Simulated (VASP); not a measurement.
# SnTe (F-43m) in VASP: single point with LDA

Aim: the single point of SnTe with LDA.

Everything below comes from runs of VASP 6.6.1. Logs are shortened: lines on timing, memory, paths and dates and some standing lists are left out, and cuts for length are marked.

## (1) The cell of the first run

Symmetry: F-43m, No. 216, cubic system. The conventional cell has a = 7.222 Å, b = 7.222 Å, c = 7.222 Å, α = 90.00°, β = 90.00°, γ = 90.00°. Within 4.1 Å of Sn (site symmetry -43m) lie 4 Te at 3.13 Å. Te (site symmetry -43m) has 4 Sn at 3.13 Å within 4.1 Å.

## (2) Single point, LDA

Input file INCAR:

```
PREC = Accurate
ENCUT = 500
EDIFF = 1E-6
ISMEAR = 0
SIGMA = 0.01
LREAL = F
LASPH = T
NELM = 120
ALGO = Normal
ISIF = 2
LWAVE = F
LCHARG = T
LELF = T
LVHAR = T
NBANDS = 17
GGA_COMPAT = F
```

Input file KPOINTS:

```
Automatic mesh
0
Gamma
  6 6 6
```

Input file POSCAR:

```
SnTe
1.0
    0.0000000000      3.6111460000      3.6111460000
    3.6111460000      0.0000000000      3.6111460000
    3.6111460000      3.6111460000      0.0000000000
Sn Te
1 1
Direct
    0.0000000000      0.0000000000      0.0000000000
    0.7500000000      0.7500000000      0.7500000000
```

Potentials or basis: VASP PAW LDA potentials, release 64 (Sn_d, Te).

Launch:

```bash
cat potpaw_LDA.64/Sn_d/POTCAR potpaw_LDA.64/Te/POTCAR > POTCAR
mpirun -np 1 vasp_std > vasp.out
```

OUTCAR:

```text
PREC = Accurate
   ENCUT = 500
   EDIFF = 1E-6
   ISMEAR = 0
   LREAL = F
   LASPH = T
   NELM = 120
   ISIF = 2

 ion  position               nearest neighbor table
   1  0.000  0.000  0.000-   2 3.13   2 3.13   2 3.13   2 3.13
   2  0.750  0.750  0.750-   1 3.13   1 3.13   1 3.13   1 3.13

  LATTYP: Found a face centered cubic cell.
 ALAT       =     7.2222920000

  Lattice vectors:

 A1 = (   0.0000000000,   3.6111460000,   3.6111460000)
 A2 = (   3.6111460000,   0.0000000000,   3.6111460000)
 A3 = (   3.6111460000,   3.6111460000,   0.0000000000)

Analysis of symmetry for initial positions (statically):
=====================================================================
 Subroutine PRICEL returns:
 Original cell was already a primitive cell.

 Routine SETGRP: Setting up the symmetry group for a
 face centered cubic supercell.

 Subroutine GETGRP returns: Found 24 space group operations
 (whereof 24 operations were pure point group operations)
 out of a pool of 48 trial point group operations.

The static configuration has the point symmetry T_d .

Analysis of symmetry for dynamics (positions and initial velocities):
=====================================================================
 Subroutine PRICEL returns:
 Original cell was already a primitive cell.

 Routine SETGRP: Setting up the symmetry group for a
 face centered cubic supercell.

 Subroutine GETGRP returns: Found 24 space group operations
 (whereof 24 operations were pure point group operations)
 out of a pool of 48 trial point group operations.

The dynamic configuration has the point symmetry T_d .

 Subroutine INISYM returns: Found 24 space group operations
 (whereof 24 operations are pure point group operations),
 and found     1 'primitive' translations

----------------------------------------------------------------------------------------

                                     Primitive cell

  volume of cell :      94.1814

  direct lattice vectors                    reciprocal lattice vectors
     0.000000000  3.611146000  3.611146000    -0.138460201  0.138460201  0.138460201
     3.611146000  0.000000000  3.611146000     0.138460201 -0.138460201  0.138460201
     3.611146000  3.611146000  0.000000000     0.138460201  0.138460201 -0.138460201

  length of vectors
     5.106931649  5.106931649  5.106931649     0.239820102  0.239820102  0.239820102

  position of ions in fractional coordinates (direct lattice)
     0.000000000  0.000000000  0.000000000
     0.750000000  0.750000000  0.750000000

  ion indices of the primitive-cell ions
   primitive index   ion index
                 1           1
                 2           2

----------------------------------------------------------------------------------------

 KPOINTS: Automatic mesh

Automatic generation of k-mesh.
 Grid dimensions read from file:
 generate k-points for:    6    6    6

 Generating k-lattice:

  Cartesian coordinates                     Fractional coordinates (reciprocal lattice)
    -0.023076700  0.023076700  0.023076700     0.166666667  0.000000000  0.000000000
     0.023076700 -0.023076700  0.023076700     0.000000000  0.166666667  0.000000000
     0.023076700  0.023076700 -0.023076700     0.000000000  0.000000000  0.166666667

  Length of vectors
     0.039970017  0.039970017  0.039970017

  Shift w.r.t. Gamma in fractional coordinates (k-lattice)
     0.000000000  0.000000000  0.000000000

 Subroutine IBZKPT returns following result:
 ===========================================

 Found     16 irreducible k-points:

 Following reciprocal coordinates:
            Coordinates               Weight
  0.000000  0.000000  0.000000      1.000000
  0.166667  0.000000  0.000000      8.000000
  0.333333  0.000000  0.000000      8.000000
  0.500000  0.000000  0.000000      4.000000
  0.166667  0.166667  0.000000      6.000000
  0.333333  0.166667  0.000000     24.000000
[... 8 lines left out ...]
 -0.333333  0.333333  0.166667     24.000000
 -0.333333  0.500000  0.166667     12.000000
   k-points           NKPTS =     16   k-points in BZ     NKDIM =     16   number of bands    NBANDS=     17
   number of dos      NEDOS =    301   number of ions     NIONS =      2
   total plane-waves  NPLWV =  64000
   dimension x,y,z NGX =    40 NGY =   40 NGZ =   40
   dimension x,y,z NGXF=    80 NGYF=   80 NGZF=   80
   ions per type =               1   1
   NGX,Y,Z   is equivalent  to a cutoff of  13.02, 13.02, 13.02 a.u.
   NGXF,Y,Z  is equivalent  to a cutoff of  26.04, 26.04, 26.04 a.u.
 SYSTEM =  unknown system
   PREC   = accura    normal or accurate (medium, high low for compatibility)
   ISTART =      0    job   : 0-new  1-cont  2-samecut
   ICHARG =      2    charge: 1-file 2-atom 10-const
   ISPIN  =      1    spin polarized calculation?
   LNONCOLLINEAR =      F non collinear calculations
   LSORBIT =      F    spin-orbit coupling
   LASPH  =      T    aspherical Exc in radial PAW
   ENCUT  =  500.0 eV  36.75 Ry    6.06 a.u.   9.31  9.31  9.31*2*pi/ulx,y,z
   NELM   =    120;   NELMIN=  2; NELMDL= -5     # of ELM steps
   EDIFF  = 0.1E-05   stopping-criterion for ELM
   LREAL  =      F    real-space projection
   EDIFFG = 0.1E-04   stopping-criterion for IOM
   NSW    =      0    number of steps for IOM
   IBRION =     -1    ionic relax: 0-MD 1-quasi-New 2-CG
   NFREE  =      0    steps in history (QN), initial steepest desc. (CG)
   ISIF   =      2    stress and relaxation
   ISYM   =      2    0-nonsym 1-usesym 2-fastsym
   POTIM  = 0.5000    time-step for ionic-motion
   TEBEG  =    0.0;   TEEND  =   0.0 temperature during run
   PSTRESS=    0.0 pullay stress
   NELECT =      20.0000    total number of electrons
   NUPDOWN=      -1.0000    fix difference up-down
   EMIN   =  10.00;   EMAX   =-10.00  energy-range for DOS
   EFERMI =   0.00;   METHOD = LEGACY
   ISMEAR =     0;   SIGMA  =   0.01  broadening in eV -4-tet -1-fermi 0-gaus
   EFERMI_NEDOS =   21; number of points for ismear=-14 and -15
   IALGO  =     38    algorithm
   IMIX   =      4    mixing-type and parameters
     AMIX     =   0.40;   BMIX     =  1.00
     AMIX_MAG =   1.60;   BMIX_MAG =  1.00
  volume/ion in A,a.u.               =      47.09       317.78
  Fermi-wavevector in a.u.,A,eV,Ry     =   0.976704  1.845704 12.979296  0.953951
  Thomas-Fermi vector in A             =   2.107344
   LORBIT       =      0    0 simple, 1 ext, 2 COOP (PROOUT), +10 PAW based schemes
   GGA     = CA    functional components
   LHFCALC =     F    Hartree Fock is set to
   AEXX    =    0.0000 exact exchange contribution
   IVDW    =     0    specifies the selected vdW correction
   LEPSILON=     F    determine dielectric tensor
   LRPA    =     F    only Hartree local field effects (RPA)
 non-spin polarized calculation
 Gauss-broadening in eV      SIGMA  =   0.01
  energy-cutoff  :      500.00
  volume of cell :       94.18
 maximum number of plane-waves:      2421
 NGX is ok and might be reduce to    40
   NGX = 19   NGY = 19   NGZ = 19

 number of electron      19.9999999 magnetization

 Free energy of the ion-electron system (eV)
  ---------------------------------------------------
  ext. energy  EPLUGINS =         0.00000000
  ---------------------------------------------------
  free energy    TOTEN  =        -7.99443824 eV

  energy without entropy =       -7.99443824  energy(sigma->0) =       -7.99443824

 E-fermi :   2.7995     XC(G=0):  -7.8054

 val. band max:        2.7494301724   @ k =  -0.3333   0.5000   0.1667
 cond. band min:       2.9402538737   @ k =   0.5000   0.5000   0.0000
 fundamental gap:      0.1908237013
 Fermi energy:         2.7995272869

 k-point     1 :       0.0000    0.0000    0.0000
  band No.  band energies     occupation
      1     -18.7783      2.00000
      2     -18.7783      2.00000
      3     -18.7783      2.00000
      4     -18.7679      2.00000
      5     -18.7679      2.00000
      6      -8.6333      2.00000
[... 9 lines left out ...]
     16       9.3664      0.00000
     17      10.4033      0.00000

 k-point     2 :       0.1667    0.0000    0.0000
  band No.  band energies     occupation
      1     -18.7786      2.00000
      2     -18.7779      2.00000
      3     -18.7779      2.00000
      4     -18.7679      2.00000
      5     -18.7679      2.00000
      6      -8.5187      2.00000
[... 9 lines left out ...]
     16       8.8245      0.00000
     17       9.8993      0.00000

 k-point     3 :       0.3333    0.0000    0.0000
  band No.  band energies     occupation
      1     -18.7793      2.00000
      2     -18.7773      2.00000
      3     -18.7773      2.00000
      4     -18.7678      2.00000
      5     -18.7678      2.00000
      6      -8.2534      2.00000
[... 9 lines left out ...]
     16       8.9513      0.00000
     17      10.0980      0.00000

 k-point     4 :       0.5000    0.0000    0.0000
  band No.  band energies     occupation
      1     -18.7796      2.00000
      2     -18.7769      2.00000
      3     -18.7769      2.00000
      4     -18.7677      2.00000
      5     -18.7677      2.00000
      6      -8.0948      2.00000
[... 9 lines left out ...]
     16       9.7534      0.00000
     17       9.7534      0.00000

 k-point     5 :       0.1667    0.1667    0.0000
  band No.  band energies     occupation
      1     -18.7792      2.00000
      2     -18.7776      2.00000
      3     -18.7776      2.00000
      4     -18.7681      2.00000
      5     -18.7677      2.00000
      6      -8.4794      2.00000
[... 9 lines left out ...]
     16       9.6362      0.00000
     17      10.9707      0.00000

 k-point     6 :       0.3333    0.1667    0.0000
  band No.  band energies     occupation
      1     -18.7798      2.00000
      2     -18.7770      2.00000
      3     -18.7769      2.00000
      4     -18.7681      2.00000
      5     -18.7675      2.00000
      6      -8.2582      2.00000
[... 9 lines left out ...]
     16       9.7290      0.00000
     17      10.7601      0.00000

 k-point     7 :       0.5000    0.1667    0.0000
  band No.  band energies     occupation
      1     -18.7800      2.00000
      2     -18.7767      2.00000
      3     -18.7765      2.00000
      4     -18.7680      2.00000
      5     -18.7676      2.00000
      6      -8.0458      2.00000
[... 9 lines left out ...]
     16       9.8644      0.00000
     17      10.0576      0.00000

 k-point     8 :      -0.3333    0.1667    0.0000
  band No.  band energies     occupation
      1     -18.7797      2.00000
      2     -18.7769      2.00000
      3     -18.7768      2.00000
      4     -18.7678      2.00000
      5     -18.7678      2.00000
      6      -8.1018      2.00000
[... 9 lines left out ...]
     16       9.4339      0.00000
     17      10.4252      0.00000

 k-point     9 :      -0.1667    0.1667    0.0000
  band No.  band energies     occupation
      1     -18.7792      2.00000
      2     -18.7775      2.00000
      3     -18.7773      2.00000
      4     -18.7680      2.00000
      5     -18.7677      2.00000
      6      -8.3500      2.00000
[... 9 lines left out ...]
     16       8.8905      0.00000
     17      10.8782      0.00000

 k-point    10 :       0.3333    0.3333    0.0000
  band No.  band energies     occupation
      1     -18.7809      2.00000
      2     -18.7762      2.00000
      3     -18.7762      2.00000
      4     -18.7685      2.00000
      5     -18.7673      2.00000
      6      -8.1105      2.00000
[... 9 lines left out ...]
     16      10.4309      0.00000
     17      12.2593      0.00000

 k-point    11 :       0.5000    0.3333    0.0000
  band No.  band energies     occupation
      1     -18.7811      2.00000
      2     -18.7759      2.00000
      3     -18.7758      2.00000
      4     -18.7684      2.00000
      5     -18.7672      2.00000
      6      -7.9373      2.00000
[... 9 lines left out ...]
     16      10.3059      0.00000
     17      11.5926      0.00000

 k-point    12 :      -0.3333    0.3333    0.0000
  band No.  band energies     occupation
      1     -18.7804      2.00000
      2     -18.7764      2.00000
      3     -18.7761      2.00000
      4     -18.7681      2.00000
      5     -18.7675      2.00000
      6      -7.9336      2.00000
[... 9 lines left out ...]
     16      10.0640      0.00000
     17      11.7304      0.00000

 k-point    13 :       0.5000    0.5000    0.0000
  band No.  band energies     occupation
      1     -18.7818      2.00000
      2     -18.7754      2.00000
      3     -18.7754      2.00000
      4     -18.7687      2.00000
      5     -18.7671      2.00000
      6      -7.8766      2.00000
[... 9 lines left out ...]
     16      11.0591      0.00000
     17      11.0594      0.00000

 k-point    14 :       0.5000    0.3333    0.1667
  band No.  band energies     occupation
      1     -18.7803      2.00000
      2     -18.7767      2.00000
      3     -18.7762      2.00000
      4     -18.7682      2.00000
      5     -18.7675      2.00000
      6      -8.0519      2.00000
[... 9 lines left out ...]
     16      10.1687      0.00000
     17      11.1824      0.00000

 k-point    15 :      -0.3333    0.3333    0.1667
  band No.  band energies     occupation
      1     -18.7803      2.00000
      2     -18.7767      2.00000
      3     -18.7759      2.00000
      4     -18.7681      2.00000
      5     -18.7675      2.00000
      6      -7.9336      2.00000
[... 9 lines left out ...]
     16      10.0071      0.00000
     17      11.0232      0.00000

 k-point    16 :      -0.3333    0.5000    0.1667
  band No.  band energies     occupation
      1     -18.7810      2.00000
      2     -18.7763      2.00000
      3     -18.7755      2.00000
      4     -18.7684      2.00000
      5     -18.7673      2.00000
      6      -7.8743      2.00000
[... 9 lines left out ...]
     16      10.7595      0.00000
     17      10.7771      0.00000

------------------------ aborting loop because EDIFF is reached ----------------------------------------

  FORCE on cell =-STRESS in cart. coord.  units (eV):
  Direction    XX          YY          ZZ          XY          YZ          ZX
  --------------------------------------------------------------------------------------
  -------------------------------------------------------------------------------------
  Total       -1.2611747     -1.2611747     -1.2611747      0.0000000      0.0000000      0.0000000
  in kB      -21.4546129    -21.4546129    -21.4546129      0.0000000      0.0000000      0.0000000
  external PRESSURE =     -21.4546129 kB  Pullay stress =       0.0000000 kB

 VOLUME and BASIS-vectors are now :
 -----------------------------------------------------------------------------
  energy-cutoff  :      500.00
  volume of cell :       94.18
      direct lattice vectors                 reciprocal lattice vectors
     0.000000000  3.611146000  3.611146000    -0.138460201  0.138460201  0.138460201
     3.611146000  0.000000000  3.611146000     0.138460201 -0.138460201  0.138460201
     3.611146000  3.611146000  0.000000000     0.138460201  0.138460201 -0.138460201

 POSITION                                       TOTAL-FORCE (eV/Angst)
 -----------------------------------------------------------------------------------
      0.00000      0.00000      0.00000        -0.000000     -0.000000     -0.000000
      5.41672      5.41672      5.41672         0.000000      0.000000      0.000000
 -----------------------------------------------------------------------------------
    total drift:                                0.000000      0.000000      0.000000

  FREE ENERGIE OF THE ION-ELECTRON SYSTEM (eV)
  ---------------------------------------------------
  free  energy   TOTEN  =        -7.9944382450 eV

  energy  without entropy=       -7.9944382450  energy(sigma->0) =       -7.99443824
```

Wall time 32 s (1 thread of Intel Xeon 6975P-C (Granite Rapids), shared host); peak memory 0.2 GiB.

What came out:

```yaml
Free_energy: -7.9944 eV
Pressure: -2.1 GPa
Band_gap_on_the_k_mesh: 0.19 eV (least direct gap 0.72 eV)
```

Caveat: semilocal functionals underestimate gaps, and a narrow one can read as zero; spin-orbit coupling is left out, which moves the levels of the heavy elements.
